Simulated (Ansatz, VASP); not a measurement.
**Na: VASP beside Ansatz**

INCAR

```
  PREC = Accurate
  ENCUT = 520
  EDIFF = 1E-6
  ISMEAR = -1
  SIGMA = 0.05
  LREAL = False
  LASPH = True
  NELM = 80
  ALGO = Normal
  ISIF = 2
  LWAVE = False
  LCHARG = True
  GGA = PS
  LELF = True
  LVHAR = True
  NBANDS = 10
```

The input KPOINTS:

```
regular mesh
0
Gamma
  8 8 8
```

File POSCAR:

```
Na
1.0
   -2.1838200000      2.1838200000      2.1410000000
    2.1838200000     -2.1838200000      2.1410000000
    2.0981800000      2.0981800000     -2.1410000000
Na
1
Direct
    0.0000000000      0.0000000000      0.0000000000
```

Contents of input.yaml:

```yaml
crystal:
  lattice:
    - [-2.18382, 2.18382, 2.141]
    - [2.18382, -2.18382, 2.141]
    - [2.09818, 2.09818, -2.141]
  atoms:
    - { symbol: Na, position: [0.0, 0.0, 0.0] }
hamiltonian:
  xc: pbesol
  pseudopotentials: { kind: paw }
kpoints:
  mp_grid: { grid: [8, 8, 8] }
scf:
  occupations: { method: fermi_dirac, width: 0.05 }
output:
  forces: true
  stress: true
  eigenvalues: true
```

Alike in both runs: task single point; functional PBEsol; k mesh 8 × 8 × 8; occupations fermi-dirac, width 0.05 eV; no spin polarisation.

```csv
,VASP,Ansatz
version,VASP 6.6.1,Ansatz 0.2.0
potentials or method,"VASP PAW PBE potentials, release 64 (Na_pv)",Ansatz PAW
plane-wave cutoff (eV),520,420
valence electrons in the cell,7,9
```

|  | VASP | Ansatz | Ansatz less VASP |
| --- | --- | --- | --- |
| gap on the k mesh at the Fermi level (eV) | none | none | - |
| pressure (GPa) | -0.5 | -0.5 | +0.01 |
| traceless stress, the component that is largest in VASP (GPa) | 0.12 | 0.12 | -0.001 |

VASP's potentials were made for PBE, not for PBEsol. A gap of «none» marks a metal or a gap that the smearing closes. VASP's potentials hold 7 valence electrons a cell and Ansatz's 9, so a difference there can come from the potentials and not from the codes.
